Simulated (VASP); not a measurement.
# WS2: single point with LDA

The system is WS2.

```xyz
12
Lattice="3.1269 0.0000 0.0000 0.0000 5.4159 0.0000 0.0000 0.0000 12.1560" Properties=species:S:1:pos:R:3 pbc="T T T"
W     0.0000    1.8053    3.0390
W     1.5634    4.5133    3.0390
W     1.5634    0.9027    9.1170
W     3.1269    3.6106    9.1170
S     0.0000    1.8053    7.5551
S     1.5634    4.5133    7.5551
S     1.5634    0.9027    1.4771
S     3.1269    3.6106    1.4771
S     0.0000    1.8053   10.6788
S     1.5634    4.5133   10.6788
S     1.5634    0.9027    4.6008
S     3.1269    3.6106    4.6008
```

| Property | Result |
| --- | --- |
| Program | VASP 6.6.1 |
| Task | single point |
| Functional | LDA |
| Potentials or basis | VASP PAW LDA potentials, release 64 (W_sv, S) |
| Cutoff | 520 eV |
| k mesh | 8 × 6 × 2 |
| Occupations | gaussian, width 0.05 eV |
| Spin | no spin polarisation |

* Pressure: 0.4 GPa
* Largest force: 0.051 eV/Å
* Band gap on the k mesh: 0.86 eV

Forces in eV/Å, atoms in the order of the input:
```
W    0.000  0.001  0.000
W    0.000  0.001  0.000
W    0.000 -0.001  0.000
W    0.000 -0.001  0.000
S    0.000  0.000 -0.051
S    0.000  0.000 -0.051
S    0.000  0.000 -0.051
S    0.000  0.000 -0.051
S    0.000  0.000  0.051
S    0.000  0.000  0.051
S    0.000  0.000  0.051
S    0.000  0.000  0.051
```

Levels at points of the mesh, in eV from the valence-band top:
```tsv
k point	band 50	band 51	band 52	band 53	band 54	band 55
(0.00, 0.00, 0.00)	-1.45	-1.40	0.00	2.32	2.32	2.33
(0.50, 0.00, 0.00)	-1.40	-1.27	-1.27	1.39	1.39	2.16
(0.00, 0.50, 0.00)	-1.75	-1.59	-1.59	1.26	1.26	1.83
(0.50, 0.50, 0.00)	-1.74	-1.59	-1.59	2.33	2.33	2.38
(0.00, 0.00, 0.50)	-1.67	-0.33	-0.33	2.31	2.31	2.31
(0.50, 0.00, 0.50)	-1.33	-1.33	-1.33	1.72	1.72	1.72
(0.00, 0.50, 0.50)	-1.61	-1.61	-1.61	1.72	1.72	1.72
(0.50, 0.50, 0.50)	-1.67	-1.67	-1.67	2.35	2.35	2.35
```

It took 14 min on 1 thread of Intel Xeon 8259CL (shared host), peak memory 0.47 GiB.

Caveat: spin-orbit coupling is left out, which moves the levels of the heavy elements. A k mesh can miss the band edges.
